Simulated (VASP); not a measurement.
**Ga2O3: single point with r2SCAN**

Crystal: Ga2O3.

```
CELL_PARAMETERS angstrom
6.24996 -1.54995 -0.00267
6.24996 1.54995 -0.00267
-1.41131 0.00000 5.75391
ATOMIC_POSITIONS crystal
Ga 0.34227 0.34227 0.68492
Ga 0.65773 0.65773 0.31508
Ga 0.91057 0.91057 0.20531
Ga 0.08943 0.08943 0.79469
O 0.50489 0.50489 0.74161
O 0.49511 0.49511 0.25839
O 0.82525 0.82525 0.43202
O 0.17475 0.17475 0.56798
O 0.15835 0.15835 0.11038
O 0.84165 0.84165 0.88962
```

This cell differs from its parent crystal: strain +2.0%.

```
Program                : VASP 6.6.1
Task                   : single point
Functional             : r2SCAN
Potentials or basis    : VASP PAW PBE potentials, release 64 (Ga_d, O)
Cutoff                 : 520 eV
k mesh                 : 8 × 8 × 4
Occupations            : gaussian, width 0.01 eV
Spin                   : no spin polarisation
Dipole correction      : no
Further INCAR settings : ALGO = Normal; EDIFF = 1e-07; NBANDS = 55
```

```json
{
  "Pressure": "-8.2 GPa",
  "Largest force": "0.086 eV/Å",
  "Band gap on the k mesh": "2.54 eV (least direct gap 2.55 eV)"
}
```

Forces on the atoms (eV/Å):
```
Ga  -0.005  0.000 -0.067
Ga   0.005  0.000  0.067
Ga  -0.049  0.000  0.007
Ga   0.049  0.000 -0.007
O   -0.080  0.000 -0.032
O    0.080  0.000  0.032
O   -0.028  0.000  0.054
O    0.028  0.000 -0.054
O    0.046  0.000  0.032
O   -0.046  0.000 -0.032
```

Stress tensor (GPa, compression positive):
```
-7.71  0.00 -0.03
 0.00 -8.28  0.00
-0.03  0.00 -8.68
```

Levels at points of the mesh, in eV from the valence-band top:
```
           k point  band 42  band 43  band 44  band 45  band 46  band 47
(0.00, 0.00, 0.00)    -0.42    -0.27    -0.02     2.54     6.01     6.97
(0.50, 0.00, 0.00)    -0.68    -0.44    -0.12     5.97     6.80     7.48
(0.50, 0.50, 0.00)    -0.64    -0.42    -0.13     4.69     4.94     6.31
(0.00, 0.00, 0.50)    -0.52    -0.50    -0.28     4.90     5.10     6.89
(0.50, 0.00, 0.50)    -0.92    -0.67    -0.58     7.09     7.18     8.14
(0.50, 0.50, 0.50)    -0.59    -0.55     0.00     5.32     5.58     6.40
```

Wall time 110 min on 1 thread of Oxide Virtual Turin-like Processor (shared host), peak memory 0.54 GiB.

Caveat: the cell differs from its parent crystal (strain +2.0%); the cell stands under tension; the PAW data sets were made with another functional, which shifts forces and pressure a little. A k mesh can miss the band edges.
